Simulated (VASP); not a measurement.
# AlN in VASP: notebook

Aim: see how the results for AlN move with the level of theory and the settings. Levels: revPBE, PBEsol. Tasks: single point.

Program: VASP 6.6.1. These are calculated values, not measurements. Logs are shortened: lines on timing, memory, paths and dates and some standing lists are left out, and cuts for length are marked.

## Step 1: The cell of the first run

The typed cell holds 4 atoms: a = 3.092 Å, b = 3.092 Å, c = 4.948 Å, α = 90.00°, β = 90.00°, γ = 120.00°.

## Step 2: Single point, revPBE

File INCAR:

```
SYSTEM = AlN
PREC = Accurate
ENCUT = 520
EDIFF = 1E-6
ISMEAR = 0
SIGMA = 0.05
LREAL = .FALSE.
LASPH = .TRUE.
NELM = 100
ALGO = Normal
ISIF = 2
LWAVE = .FALSE.
LCHARG = .FALSE.
GGA = RE
NBANDS = 16
```

File KPOINTS:

```
regular mesh
0
G
  10 10 6
  0 0 0
```

File POSCAR:

```
AlN
1.0
    3.0921067530      0.0000000000      0.0000000000
   -1.5460533765      2.6778429994      0.0000000000
    0.0000000000      0.0000000000      4.9475694625
Al N
2 2
Direct
    0.6669120000      0.3362360000      0.4998430000
    0.3268940000      0.6678470000     -0.0018600000
    0.6696610000      0.3331100000      0.8779580000
    0.3369420000      0.6692960000      0.3828520000
```

Potentials or basis: VASP PAW PBE potentials, release 64 (Al, N).

The run is started by

```sh
$ cat potpaw_PBE.64/Al/POTCAR potpaw_PBE.64/N/POTCAR > POTCAR
$ mpirun -np 1 vasp_std > vasp.out
```

OUTCAR:

```text
SYSTEM = AlN
   PREC = Accurate
   ENCUT = 520
   EDIFF = 1E-6
   ISMEAR = 0
   LREAL = .FALSE.
   LASPH = .TRUE.
   NELM = 100
   ISIF = 2
   GGA = RE

 ion  position               nearest neighbor table
   1  0.667  0.336  0.500-   4 1.87   3 1.87   4 1.88   4 1.89   2 3.03   2 3.05   2 3.05   2 3.05
                             2 3.06   2 3.07
   2  0.327  0.668  0.998-   3 1.86   3 1.88   4 1.90   3 1.91   1 3.03   1 3.05   1 3.05   1 3.05
                             1 3.06   1 3.07
   3  0.670  0.333  0.878-   2 1.86   1 1.87   2 1.88   2 1.91
   4  0.337  0.669  0.383-   1 1.87   1 1.88   1 1.89   2 1.90

  LATTYP: Found a hexagonal cell.
 ALAT       =     3.0921067530
 C/A-ratio  =     1.6000642467

  Lattice vectors:

 A1 = (   3.0921067530,   0.0000000000,   0.0000000000)
 A2 = (  -1.5460533765,   2.6778429994,   0.0000000000)
 A3 = (   0.0000000000,   0.0000000000,   4.9475694625)

Analysis of symmetry for initial positions (statically):
=====================================================================
 Subroutine PRICEL returns:
 Original cell was already a primitive cell.

 Routine SETGRP: Setting up the symmetry group for a
 hexagonal supercell.

 Subroutine GETGRP returns: Found  1 space group operations
 (whereof  1 operations were pure point group operations)
 out of a pool of 24 trial point group operations.

The static configuration has the point symmetry C_1 .

Analysis of symmetry for dynamics (positions and initial velocities):
=====================================================================
 Subroutine PRICEL returns:
 Original cell was already a primitive cell.

 Routine SETGRP: Setting up the symmetry group for a
 hexagonal supercell.

 Subroutine GETGRP returns: Found  1 space group operations
 (whereof  1 operations were pure point group operations)
 out of a pool of 24 trial point group operations.

The dynamic configuration has the point symmetry C_1 .

 Subroutine INISYM returns: Found  1 space group operations
 (whereof  1 operations are pure point group operations),
 and found     1 'primitive' translations

----------------------------------------------------------------------------------------

                                     Primitive cell

  volume of cell :      40.9667

  direct lattice vectors                    reciprocal lattice vectors
     3.092106753  0.000000000  0.000000000     0.323404099  0.186717444  0.000000000
    -1.546053376  2.677842999  0.000000000     0.000000000  0.373434888  0.000000000
     0.000000000  0.000000000  4.947569462     0.000000000  0.000000000  0.202119446

  length of vectors
     3.092106753  3.092106753  4.947569462     0.373434888  0.373434888  0.202119446

  position of ions in fractional coordinates (direct lattice)
     0.666912000  0.336236000  0.499843000
     0.326894000  0.667847000  0.998140000
     0.669661000  0.333110000  0.877958000
     0.336942000  0.669296000  0.382852000

  ion indices of the primitive-cell ions
   primitive index   ion index
                 1           1
                 2           2
                 3           3
                 4           4

----------------------------------------------------------------------------------------

 KPOINTS: regular mesh

Automatic generation of k-mesh.
 Grid dimensions read from file:
 generate k-points for:   10   10    6

 Generating k-lattice:

  Cartesian coordinates                     Fractional coordinates (reciprocal lattice)
     0.032340410  0.018671744  0.000000000     0.100000000 -0.000000000  0.000000000
     0.000000000  0.037343489  0.000000000     0.000000000  0.100000000  0.000000000
     0.000000000  0.000000000  0.033686574     0.000000000  0.000000000  0.166666667

  Length of vectors
     0.037343489  0.037343489  0.033686574

  Shift w.r.t. Gamma in fractional coordinates (k-lattice)
     0.000000000  0.000000000  0.000000000

 Subroutine IBZKPT returns following result:
 ===========================================

 Found    304 irreducible k-points:

 Following reciprocal coordinates:
            Coordinates               Weight
  0.000000  0.000000  0.000000      1.000000
  0.100000  0.000000  0.000000      2.000000
  0.000000  0.100000  0.000000      2.000000
 -0.100000  0.100000  0.000000      2.000000
  0.200000  0.000000  0.000000      2.000000
  0.000000  0.200000  0.000000      2.000000
[... 16 lines left out ...]
 -0.200000  0.300000  0.000000      2.000000
  0.100000  0.200000  0.000000      2.000000
 [... further k-points ...]
   k-points           NKPTS =    304   k-points in BZ     NKDIM =    304   number of bands    NBANDS=     16
   number of dos      NEDOS =    301   number of ions     NIONS =      4
   total plane-waves  NPLWV =  23040
   dimension x,y,z NGX =    24 NGY =   24 NGZ =   40
   dimension x,y,z NGXF=    48 NGYF=   48 NGZF=   80
   ions per type =               2   2
   NGX,Y,Z   is equivalent  to a cutoff of  12.90, 12.90, 13.44 a.u.
   NGXF,Y,Z  is equivalent  to a cutoff of  25.81, 25.81, 26.88 a.u.
 SYSTEM =  AlN
   PREC   = accura    normal or accurate (medium, high low for compatibility)
   ISTART =      0    job   : 0-new  1-cont  2-samecut
   ICHARG =      2    charge: 1-file 2-atom 10-const
   ISPIN  =      1    spin polarized calculation?
   LNONCOLLINEAR =      F non collinear calculations
   LSORBIT =      F    spin-orbit coupling
   LASPH  =      T    aspherical Exc in radial PAW
   ENCUT  =  520.0 eV  38.22 Ry    6.18 a.u.   5.75  5.75  9.20*2*pi/ulx,y,z
   NELM   =    100;   NELMIN=  2; NELMDL= -5     # of ELM steps
   EDIFF  = 0.1E-05   stopping-criterion for ELM
   LREAL  =      F    real-space projection
[... 7 lines left out ...]
   TEBEG  =    0.0;   TEEND  =   0.0 temperature during run
   PSTRESS=    0.0 pullay stress
   NELECT =      16.0000    total number of electrons
   NUPDOWN=      -1.0000    fix difference up-down
   EMIN   =  10.00;   EMAX   =-10.00  energy-range for DOS
   EFERMI =   0.00;   METHOD = LEGACY
   ISMEAR =     0;   SIGMA  =   0.05  broadening in eV -4-tet -1-fermi 0-gaus
   EFERMI_NEDOS =   21; number of points for ismear=-14 and -15
   IALGO  =     38    algorithm
   IMIX   =      4    mixing-type and parameters
     AMIX     =   0.40;   BMIX     =  1.00
     AMIX_MAG =   1.60;   BMIX_MAG =  1.00
  volume/ion in A,a.u.               =      10.24        69.11
  Fermi-wavevector in a.u.,A,eV,Ry     =   1.196661  2.261361 19.483497  1.431997
  Thomas-Fermi vector in A             =   2.332595
   LORBIT       =      0    0 simple, 1 ext, 2 COOP (PROOUT), +10 PAW based schemes
   GGA     = RE    functional components
   LHFCALC =     F    Hartree Fock is set to
   AEXX    =    0.0000 exact exchange contribution
   IVDW    =     0    specifies the selected vdW correction
   LEPSILON=     F    determine dielectric tensor
   LRPA    =     F    only Hartree local field effects (RPA)
 non-spin polarized calculation
 Gauss-broadening in eV      SIGMA  =   0.05
  energy-cutoff  :      520.00
  volume of cell :       40.97
 maximum number of plane-waves:      1124
   NGX = 11   NGY = 11   NGZ = 19

 number of electron      15.9999997 magnetization

 Free energy of the ion-electron system (eV)
  ---------------------------------------------------
  ext. energy  EPLUGINS =         0.00000000
  ---------------------------------------------------
  free energy    TOTEN  =       -28.49932484 eV

  energy without entropy =      -28.49932484  energy(sigma->0) =      -28.49932484

 E-fermi :   6.6470     XC(G=0): -10.9025

 val. band max:        6.4301760718   @ k =   0.0000   0.0000   0.0000
 cond. band min:      10.8371584079   @ k =   0.0000   0.0000   0.0000
 fundamental gap:      4.4069823361
 Fermi energy:         6.6469975174

 k-point     1 :       0.0000    0.0000    0.0000
  band No.  band energies     occupation
      1      -8.9103      2.00000
      2      -6.7191      2.00000
      3       0.3692      2.00000
      4       5.5261      2.00000
      5       5.5761      2.00000
      6       6.1907      2.00000
[... 8 lines left out ...]
     15      19.8275      0.00000
     16      19.8615      0.00000

 k-point     2 :       0.1000    0.0000    0.0000
  band No.  band energies     occupation
      1      -8.7809      2.00000
      2      -6.6465      2.00000
      3       0.5226      2.00000
      4       4.9549      2.00000
      5       5.4028      2.00000
      6       5.6320      2.00000
[... 8 lines left out ...]
     15      19.7725      0.00000
     16      19.8676      0.00000

 k-point     3 :       0.0000    0.1000    0.0000
  band No.  band energies     occupation
      1      -8.7810      2.00000
      2      -6.6467      2.00000
      3       0.5227      2.00000
      4       4.9648      2.00000
      5       5.3902      2.00000
      6       5.6511      2.00000
[... 8 lines left out ...]
     15      19.7876      0.00000
     16      19.8518      0.00000

 k-point     4 :      -0.1000    0.1000    0.0000
  band No.  band energies     occupation
      1      -8.7812      2.00000
      2      -6.6465      2.00000
      3       0.5224      2.00000
      4       4.9874      2.00000
      5       5.3637      2.00000
      6       5.6640      2.00000
[... 8 lines left out ...]
     15      19.7691      0.00000
     16      19.8621      0.00000
[... 324 lines left out ...]
 k-point    22 :      -0.3000    0.2000    0.0000
  band No.  band energies     occupation
      1      -8.0664      2.00000
      2      -6.3103      2.00000
      3       1.3993      2.00000
      4       2.9845      2.00000
      5       3.5772      2.00000
      6       4.8324      2.00000
[... 8 lines left out ...]
     15      19.2763      0.00000
     16      20.3137      0.00000

 k-point    23 :      -0.2000    0.3000    0.0000
  band No.  band energies     occupation
      1      -8.0664      2.00000
      2      -6.3109      2.00000
      3       1.3996      2.00000
      4       2.9871      2.00000
      5       3.5897      2.00000
      6       4.8225      2.00000
[... 8 lines left out ...]
     15      19.2480      0.00000
     16      20.3207      0.00000

 k-point    24 :       0.1000    0.2000    0.0000
  band No.  band energies     occupation
      1      -8.0645      2.00000
      2      -6.3123      2.00000
      3       1.4019      2.00000
      4       2.9792      2.00000
      5       3.5640      2.00000
      6       4.8442      2.00000
[... 8 lines left out ...]
     15      19.2016      0.00000
     16      20.3019      0.00000

 [... further k-points ...]

------------------------ aborting loop because EDIFF is reached ----------------------------------------

  FORCE on cell =-STRESS in cart. coord.  units (eV):
  Direction    XX          YY          ZZ          XY          YZ          ZX
  --------------------------------------------------------------------------------------
  -------------------------------------------------------------------------------------
  Total        2.6162966      2.6810832      2.7236491      0.2004770     -0.0157911      0.2529966
  in kB      102.3213049    104.8550563    106.5197758      7.8404977     -0.6175778      9.8944977
  external PRESSURE =     104.5653790 kB  Pullay stress =       0.0000000 kB

 VOLUME and BASIS-vectors are now :
 -----------------------------------------------------------------------------
  energy-cutoff  :      520.00
  volume of cell :       40.97
      direct lattice vectors                 reciprocal lattice vectors
     3.092106753  0.000000000  0.000000000     0.323404099  0.186717444  0.000000000
    -1.546053376  2.677842999  0.000000000     0.000000000  0.373434888  0.000000000
     0.000000000  0.000000000  4.947569462     0.000000000  0.000000000  0.202119446

 POSITION                                       TOTAL-FORCE (eV/Angst)
 -----------------------------------------------------------------------------------
      1.54232      0.90039      2.47301         0.165274     -0.028369     -0.205615
     -0.02174      1.78839      4.93837         0.499326     -0.019184      0.100095
      1.55566      0.89202      4.34376        -0.463874      0.045013      0.396555
      0.00709      1.79227      1.89419        -0.200726      0.002540     -0.291035
 -----------------------------------------------------------------------------------
    total drift:                               -0.000048      0.000096     -0.000725

  FREE ENERGIE OF THE ION-ELECTRON SYSTEM (eV)
  ---------------------------------------------------
  free  energy   TOTEN  =       -28.4993248406 eV

  energy  without entropy=      -28.4993248406  energy(sigma->0) =      -28.49932484
```

Wall time 50 s (1 thread of Intel Xeon 6975P-C (Granite Rapids), shared host); peak memory 0.28 GiB.

Results:

* Free energy: -28.4993 eV
* Pressure: 10.5 GPa
* Largest force: 0.612 eV/Å
* Band gap on the k mesh: 4.41 eV

Forces in eV/Å, atoms in the order of the input:
```
Al   0.165 -0.028 -0.206
Al   0.499 -0.019  0.100
N   -0.464  0.045  0.397
N   -0.201  0.003 -0.291
```

Caveat: the cell stands under pressure; the PAW data sets were made with another functional, which shifts forces and pressure a little.

## Step 3: Single point, revPBE

This run uses another cell than the first one, of 10.45 Å³/atom.

Edit INCAR of step 2 so:

```diff
@@ -12,4 +12,6 @@
 LWAVE = .FALSE.
-LCHARG = .FALSE.
+LCHARG = .TRUE.
 GGA = RE
+LELF = .TRUE.
+LVHAR = .TRUE.
 NBANDS = 16
```

KPOINTS is that of step 2.

File POSCAR:

```
AlN
1.0
    3.1130000000      0.0000000000      0.0000000000
   -1.5565000000      2.6959370820      0.0000000000
    0.0000000000      0.0000000000      4.9810000000
Al N
2 2
Direct
    0.6669120000      0.3362360000      0.4998430000
    0.3268940000      0.6678470000     -0.0018600000
    0.6696610000      0.3331100000      0.8779580000
    0.3369420000      0.6692960000      0.3828520000
```

Potentials or basis: VASP PAW PBE potentials, release 64 (Al, N).

The run is started by

```sh
$ cat potpaw_PBE.64/Al/POTCAR potpaw_PBE.64/N/POTCAR > POTCAR
$ mpirun -np 1 vasp_std > vasp.out
```

Wall time 51 s (1 thread of Intel Xeon 6975P-C (Granite Rapids), shared host); peak memory 0.28 GiB.

Results (log left out):

```yaml
Free_energy: -28.5424 eV
Pressure: 6.0 GPa
Largest_force: 0.576 eV/Å
Band_gap_on_the_k_mesh: 4.23 eV
```

Forces on the atoms (eV/Å):
```
Al   0.157 -0.028 -0.183
Al   0.474 -0.017  0.099
N   -0.438  0.043  0.370
N   -0.193  0.002 -0.287
```

Stress tensor (GPa, compression positive):
```
 5.71  0.70  0.88
 0.70  5.93 -0.05
 0.88 -0.05  6.36
```

Levels at points of the mesh, in eV from the valence-band top:
| k point | band 4 | band 5 | band 6 | band 7 | band 8 | band 9 | band 10 | band 11 | band 12 | band 13 |
| --- | --- | --- | --- | --- | --- | --- | --- | --- | --- | --- |
| (0.00, 0.00, 0.00) | -0.90 | -0.84 | -0.23 | -0.20 | 0.00 | 4.23 | 6.71 | 10.66 | 11.19 | 11.22 |
| (0.50, 0.00, 0.00) | -4.16 | -3.33 | -2.07 | -1.77 | -0.67 | 5.84 | 5.87 | 8.24 | 10.31 | 10.95 |
| (0.00, 0.50, 0.00) | -4.16 | -3.32 | -2.08 | -1.79 | -0.69 | 5.85 | 5.88 | 8.24 | 10.33 | 10.95 |
| (0.50, 0.50, 0.00) | -4.12 | -3.35 | -2.10 | -1.75 | -0.71 | 5.82 | 5.88 | 8.22 | 10.35 | 10.94 |
| (0.00, 0.00, 0.50) | -3.29 | -0.63 | -0.56 | -0.51 | -0.50 | 6.49 | 6.50 | 10.25 | 10.54 | 11.45 |
| (0.50, 0.00, 0.50) | -5.55 | -1.48 | -1.43 | -1.39 | -1.32 | 5.32 | 5.38 | 9.28 | 9.35 | 11.80 |
| (0.00, 0.50, 0.50) | -5.56 | -1.50 | -1.44 | -1.37 | -1.31 | 5.31 | 5.37 | 9.29 | 9.35 | 11.79 |
| (0.50, 0.50, 0.50) | -5.54 | -1.54 | -1.42 | -1.41 | -1.32 | 5.34 | 5.40 | 9.27 | 9.36 | 11.81 |

Caveat: the cell stands under pressure; the PAW data sets were made with another functional, which shifts forces and pressure a little.

(Continued in part 2 of 2.)
